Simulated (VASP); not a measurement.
# TaN (P6/mmm) in VASP: further runs, part 2 of 2

VASP 6.6.1.

## 4. Single point, r2SCAN

POSCAR reads:

```
TaN
1.0
    5.2593104652      0.0000000000      0.0000000000
   -2.6296552326      4.5546965999      0.0000000000
    0.0000000000      0.0000000000      2.9462675463
Ta N
3 3
Direct
    0.0000000000      0.0000000000      0.0000000000
    0.3333333333      0.6666666667      0.5000000000
    0.6666666667      0.3333333333      0.5000000000
    0.5000000000      0.0000000000      0.0000000000
    0.5000000000      0.5000000000      0.0000000000
    0.0000000000      0.5000000000      0.0000000000
```

INCAR.step1 reads:

```
SYSTEM = TaN
PREC = Accurate
ENCUT = 660
ISMEAR = 0
SIGMA = 0.1
LREAL = .FALSE.
LASPH = .TRUE.
NELM = 120
NBANDS = 36
GGA = PE
ALGO = Normal
EDIFF = 1E-5
LWAVE = .TRUE.
LCHARG = .FALSE.
GGA_COMPAT = .FALSE.
```

INCAR.step2 reads:

```
SYSTEM = TaN
PREC = Accurate
ENCUT = 660
EDIFF = 1E-6
ISMEAR = 0
SIGMA = 0.1
LREAL = .FALSE.
LASPH = .TRUE.
NELM = 120
ALGO = Normal
ISIF = 2
LWAVE = .FALSE.
LCHARG = .FALSE.
METAGGA = R2SCAN
LMIXTAU = .TRUE.
NBANDS = 36
ISTART = 1
GGA_COMPAT = .FALSE.
```

KPOINTS reads:

```
regular mesh
0
G
  5 5 8
  0 0 0
```

Potentials or basis: VASP PAW PBE potentials, release 64 (Ta_sv_GW, N).

Run with:

```console
cat potpaw_PBE.64/Ta_sv_GW/POTCAR potpaw_PBE.64/N/POTCAR > POTCAR
cp INCAR.step1 INCAR
mpirun -np 1 vasp_std > vasp.out
cp INCAR.step2 INCAR
mpirun -np 1 vasp_std > vasp.out
```

OUTCAR:

```text
SYSTEM = TaN
   PREC = Accurate
   ENCUT = 660
   EDIFF = 1E-6
   ISMEAR = 0
   LREAL = .FALSE.
   LASPH = .TRUE.
   NELM = 120
   ISIF = 2
   METAGGA = R2SCAN
   ISTART = 1

 ion  position               nearest neighbor table
   1  0.000  0.000  0.000-
   2  0.333  0.667  0.500-   6 2.12   6 2.12   5 2.12   5 2.12   4 2.12   4 2.12   3 3.04   3 3.04
                             3 3.04
   3  0.667  0.333  0.500-   6 2.12   6 2.12   5 2.12   5 2.12   4 2.12   4 2.12   2 3.04   2 3.04
                             2 3.04
   4  0.500  0.000  0.000-   2 2.12   3 2.12   2 2.12   3 2.12
   5  0.500  0.500  0.000-   2 2.12   3 2.12   2 2.12   3 2.12
   6  0.000  0.500  0.000-   2 2.12   3 2.12   2 2.12   3 2.12

  LATTYP: Found a hexagonal cell.
 ALAT       =     5.2593104652
 C/A-ratio  =     0.5602003468

  Lattice vectors:

 A1 = (   5.2593104652,   0.0000000000,   0.0000000000)
 A2 = (  -2.6296552326,   4.5546965999,   0.0000000000)
 A3 = (   0.0000000000,   0.0000000000,   2.9462675463)

Analysis of symmetry for initial positions (statically):
=====================================================================
 Subroutine PRICEL returns:
 Original cell was already a primitive cell.

 Routine SETGRP: Setting up the symmetry group for a
 hexagonal supercell.

 Subroutine GETGRP returns: Found 24 space group operations
 (whereof 24 operations were pure point group operations)
 out of a pool of 24 trial point group operations.

The static configuration has the point symmetry D_6h.

Analysis of symmetry for dynamics (positions and initial velocities):
=====================================================================
 Subroutine PRICEL returns:
 Original cell was already a primitive cell.

 Routine SETGRP: Setting up the symmetry group for a
 hexagonal supercell.

 Subroutine GETGRP returns: Found 24 space group operations
 (whereof 24 operations were pure point group operations)
 out of a pool of 24 trial point group operations.

The dynamic configuration has the point symmetry D_6h.

 Subroutine INISYM returns: Found 24 space group operations
 (whereof 24 operations are pure point group operations),
 and found     1 'primitive' translations

----------------------------------------------------------------------------------------

                                     Primitive cell

  volume of cell :      70.5766

  direct lattice vectors                    reciprocal lattice vectors
     5.259310465  0.000000000  0.000000000     0.190138994  0.109776796  0.000000000
    -2.629655233  4.554696600  0.000000000     0.000000000  0.219553592  0.000000000
     0.000000000  0.000000000  2.946267546     0.000000000  0.000000000  0.339412489

  length of vectors
     5.259310465  5.259310578  2.946267546     0.219553597  0.219553592  0.339412489

  position of ions in fractional coordinates (direct lattice)
     0.000000000  0.000000000  0.000000000
     0.333333333  0.666666667  0.500000000
     0.666666667  0.333333333  0.500000000
     0.500000000  0.000000000  0.000000000
     0.500000000  0.500000000  0.000000000
     0.000000000  0.500000000  0.000000000

  ion indices of the primitive-cell ions
   primitive index   ion index
[... 25 lines left out ...]
  Shift w.r.t. Gamma in fractional coordinates (k-lattice)
     0.000000000  0.000000000  0.000000000

 Subroutine IBZKPT returns following result:
 ===========================================

 Found     25 irreducible k-points:

 Following reciprocal coordinates:
            Coordinates               Weight
  0.000000  0.000000  0.000000      1.000000
  0.200000  0.000000  0.000000      6.000000
  0.400000  0.000000  0.000000      6.000000
  0.200000  0.200000  0.000000      6.000000
  0.400000  0.200000  0.000000      6.000000
  0.000000  0.000000  0.125000      2.000000
[... 16 lines left out ...]
  0.400000  0.000000  0.500000      6.000000
  0.200000  0.200000  0.500000      6.000000
   k-points           NKPTS =     25   k-points in BZ     NKDIM =     25   number of bands    NBANDS=     36
   number of dos      NEDOS =    301   number of ions     NIONS =      6
   total plane-waves  NPLWV =  64512
   dimension x,y,z NGX =    48 NGY =   48 NGZ =   28
   dimension x,y,z NGXF=    96 NGYF=   96 NGZF=   56
   ions per type =               3   3
   NGX,Y,Z   is equivalent  to a cutoff of  15.17, 15.17, 15.80 a.u.
   NGXF,Y,Z  is equivalent  to a cutoff of  30.35, 30.35, 31.60 a.u.
 SYSTEM =  TaN
   PREC   = accura    normal or accurate (medium, high low for compatibility)
   ISTART =      1    job   : 0-new  1-cont  2-samecut
   ICHARG =      0    charge: 1-file 2-atom 10-const
   ISPIN  =      1    spin polarized calculation?
   LNONCOLLINEAR =      F non collinear calculations
   LSORBIT =      F    spin-orbit coupling
   LASPH  =      T    aspherical Exc in radial PAW
   ENCUT  =  660.0 eV  48.51 Ry    6.96 a.u.  11.02 11.02  6.17*2*pi/ulx,y,z
   NELM   =    120;   NELMIN=  2; NELMDL=  0     # of ELM steps
   EDIFF  = 0.1E-05   stopping-criterion for ELM
   LREAL  =      F    real-space projection
   EDIFFG = 0.1E-04   stopping-criterion for IOM
   NSW    =      0    number of steps for IOM
   IBRION =     -1    ionic relax: 0-MD 1-quasi-New 2-CG
   NFREE  =      0    steps in history (QN), initial steepest desc. (CG)
   ISIF   =      2    stress and relaxation
   ISYM   =      2    0-nonsym 1-usesym 2-fastsym
   POTIM  = 0.5000    time-step for ionic-motion
   TEBEG  =    0.0;   TEEND  =   0.0 temperature during run
   PSTRESS=    0.0 pullay stress
   NELECT =      54.0000    total number of electrons
   NUPDOWN=      -1.0000    fix difference up-down
   EMIN   =  10.00;   EMAX   =-10.00  energy-range for DOS
   EFERMI =   0.00;   METHOD = LEGACY
   ISMEAR =     0;   SIGMA  =   0.10  broadening in eV -4-tet -1-fermi 0-gaus
   EFERMI_NEDOS =   21; number of points for ismear=-14 and -15
   IALGO  =     38    algorithm
   IMIX   =      4    mixing-type and parameters
     AMIX     =   0.40;   BMIX     =  1.00
     AMIX_MAG =   1.60;   BMIX_MAG =  1.00
  volume/ion in A,a.u.               =      11.76        79.38
  Fermi-wavevector in a.u.,A,eV,Ry     =   1.497336  2.829555 30.504468  2.242015
  Thomas-Fermi vector in A             =   2.609237
   LORBIT       =      0    0 simple, 1 ext, 2 COOP (PROOUT), +10 PAW based schemes
   METAGGA = R2SCAN    functional components
   LHFCALC =     F    Hartree Fock is set to
   AEXX    =    0.0000 exact exchange contribution
   IVDW    =     0    specifies the selected vdW correction
   LEPSILON=     F    determine dielectric tensor
   LRPA    =     F    only Hartree local field effects (RPA)
 non-spin polarized calculation
 Gauss-broadening in eV      SIGMA  =   0.10
  energy-cutoff  :      660.00
  volume of cell :       70.58
 maximum number of plane-waves:      2749
 NGX is ok and might be reduce to    48
   NGX = 23   NGY = 23   NGZ = 13

 number of electron      54.0000003 magnetization

 Free energy of the ion-electron system (eV)
  ---------------------------------------------------
  ext. energy  EPLUGINS =         0.00000000
  ---------------------------------------------------
  free energy    TOTEN  =      -186.09180572 eV

  energy without entropy =     -186.08992332  energy(sigma->0) =     -186.09086452

 E-fermi :  11.6679     XC(G=0): -14.0900

 val. band max:       11.5901204100   @ k =   0.0000   0.0000   0.2500
 cond. band min:      11.7782569741   @ k =   0.2000   0.0000   0.2500
 fundamental gap:      0.1881365641
 Fermi energy:        11.6678690950

 k-point     1 :       0.0000    0.0000    0.0000
  band No.  band energies     occupation
      1     -59.9363      2.00000
      2     -59.8954      2.00000
      3     -59.4666      2.00000
      4     -25.9834      2.00000
      5     -25.9834      2.00000
      6     -25.6201      2.00000
[... 925 lines left out ...]
     35      15.5588      0.00000
     36      16.8922      0.00000

 [... further k-points ...]
[... 5 lines left out ...]
  --------------------------------------------------------------------------------------
  -------------------------------------------------------------------------------------
  Total       -2.4172600     -2.4172602     -4.9707789      0.0000000     -0.0000000      0.0000000
  in kB      -54.8748706    -54.8748738   -112.8429890      0.0000000     -0.0000000      0.0000000
  external PRESSURE =     -74.1975778 kB  Pullay stress =       0.0000000 kB

 VOLUME and BASIS-vectors are now :
 -----------------------------------------------------------------------------
  energy-cutoff  :      660.00
  volume of cell :       70.58
      direct lattice vectors                 reciprocal lattice vectors
     5.259310465  0.000000000  0.000000000     0.190138994  0.109776796  0.000000000
    -2.629655233  4.554696600  0.000000000     0.000000000  0.219553592  0.000000000
     0.000000000  0.000000000  2.946267546     0.000000000  0.000000000  0.339412489

 POSITION                                       TOTAL-FORCE (eV/Angst)
 -----------------------------------------------------------------------------------
      0.00000      0.00000      0.00000        -0.000000      0.000000      0.000000
     -0.00000      3.03646      1.47313        -0.000000      0.000000     -0.000000
      2.62966      1.51823      1.47313         0.000000     -0.000000      0.000000
      2.62966      0.00000      0.00000        -0.000000      0.000000      0.000000
      1.31483      2.27735      0.00000        -0.000000      0.000000      0.000000
     -1.31483      2.27735      0.00000        -0.000000      0.000000      0.000000
 -----------------------------------------------------------------------------------
    total drift:                               -0.000000      0.000000     -0.000000

  FREE ENERGIE OF THE ION-ELECTRON SYSTEM (eV)
  ---------------------------------------------------
  free  energy   TOTEN  =      -186.0918057233 eV

  energy  without entropy=     -186.0899233159  energy(sigma->0) =     -186.09086452
```

Run time: 5.8 min. Hardware: 1 thread of Intel Xeon Platinum 8488C (Sapphire Rapids), shared host; peak memory 0.31 GiB.

Results:

| Item | Value |
| --- | --- |
| Free energy | -186.0918 eV |
| Pressure | -7.4 GPa |
| Band gap on the k mesh | zero (band 27 reaches 12.62 eV, above the bottom of band 28 at 10.56 eV) |

Levels at points of the mesh, in eV from the Fermi level:
```tsv
k point	band 23	band 24	band 25	band 26	band 27	band 28	band 29	band 30	band 31	band 32
(0.00, 0.00, 0.00)	-3.27	-3.27	-2.63	-2.09	-1.11	-1.11	0.85	0.85	1.39	2.10
(0.00, 0.00, 0.50)	-3.78	-3.29	-3.29	-2.06	0.96	0.96	1.28	1.96	2.42	2.42
```

Caveat: the PAW data sets were made with another functional, which shifts forces and pressure a little; spin-orbit coupling is left out, which moves the levels of the heavy elements.

## 5. Single point, r2SCAN

This run uses another cell than the first one, of 12.10 Å³/atom, 1.029 times its volume.

Edit POSCAR of step 4 so:

```diff
@@ -2,5 +2,5 @@
 1.0
-    5.2593104652      0.0000000000      0.0000000000
-   -2.6296552326      4.5546965999      0.0000000000
-    0.0000000000      0.0000000000      2.9462675463
+    5.3094021511      0.0000000000      0.0000000000
+   -2.6547010756      4.5980772737      0.0000000000
+    0.0000000000      0.0000000000      2.9743289261
 Ta N
```

INCAR.step1 reads:

```
PREC = Accurate
ENCUT = 660
ISMEAR = 0
SIGMA = 0.1
LREAL = False
LASPH = True
NELM = 120
NBANDS = 36
GGA = PE
ALGO = Normal
EDIFF = 1E-5
LWAVE = True
LCHARG = False
GGA_COMPAT = False
```

INCAR.step2 reads:

```
PREC = Accurate
ENCUT = 660
EDIFF = 1E-6
ISMEAR = 0
SIGMA = 0.1
LREAL = False
LASPH = True
NELM = 120
ALGO = Normal
ISIF = 2
LWAVE = False
LCHARG = True
METAGGA = R2SCAN
LMIXTAU = True
LELF = True
LVHAR = True
NBANDS = 36
ISTART = 1
GGA_COMPAT = False
```

KPOINTS reads:

```
regular mesh
0
Gamma
  5 5 8
```

Run with:

```console
cat potpaw_PBE.64/Ta_sv_GW/POTCAR potpaw_PBE.64/N/POTCAR > POTCAR
cp INCAR.step1 INCAR
mpirun -np 1 vasp_std > vasp.out
cp INCAR.step2 INCAR
mpirun -np 1 vasp_std > vasp.out
```

Run time: 5.2 min. Hardware: 1 thread of AMD EPYC 9R45 (Zen 5), shared host; peak memory 0.27 GiB.

Results (log left out):

```
Free energy            : -185.9488 eV
Pressure               : -15.2 GPa
Band gap on the k mesh : zero (band 27 reaches 12.18 eV, above the bottom of band 28 at 10.21 eV)
```

Stress tensor (GPa, compression positive):
```
-12.33   0.00   0.00
  0.00 -12.33   0.00
  0.00   0.00 -20.99
```

Levels at points of the mesh, in eV from the Fermi level:
```tsv
k point	band 24	band 25	band 26	band 27	band 28	band 29	band 30	band 31
(0.00, 0.00, 0.00)	-3.21	-2.54	-2.03	-1.06	-1.06	0.82	0.82	1.30
(0.00, 0.00, 0.50)	-3.21	-3.21	-1.99	0.91	0.91	1.22	1.85	2.31
```

Caveat: the PAW data sets were made with another functional, which shifts forces and pressure a little; spin-orbit coupling is left out, which moves the levels of the heavy elements.

## 6. Summary

| potentials or basis | cell | cutoff (eV) | second run | gap on the mesh (eV) | pressure (GPa) |
| --- | --- | --- | --- | --- | --- |
| VASP PAW PBE potentials, release 64 (Ta_pv, N) | a = 5.259, b = 5.259, c = 2.946 Å, angles 90.0, 90.0, 120.0°, 6 atoms | 520 | - | none | -6.0 |
| VASP PAW PBE potentials, release 64 (Ta_pv, N) | a = 5.309, b = 5.309, c = 2.974 Å, angles 90.0, 90.0, 120.0°, 6 atoms | 520 | - | none | -13.9 |
| VASP PAW PBE potentials, release 64 (Ta_sv_GW, N) | a = 5.259, b = 5.259, c = 2.946 Å, angles 90.0, 90.0, 120.0°, 6 atoms | 660 | valence_matched | none | -7.4 |
| VASP PAW PBE potentials, release 64 (Ta_sv_GW, N) | a = 5.309, b = 5.309, c = 2.974 Å, angles 90.0, 90.0, 120.0°, 6 atoms | 660 | valence_matched | none | -15.2 |

Alike in all rows: task single point; level r2SCAN; no spin polarisation; k mesh 5 × 5 × 8; smearing gaussian 0.1 eV.

Caveats: the PAW data sets were made with another functional, which shifts forces and pressure a little; spin-orbit coupling is left out, which moves the levels of the heavy elements.

Total energies depend on the potentials used, so only differences within one code and one set of settings carry meaning.
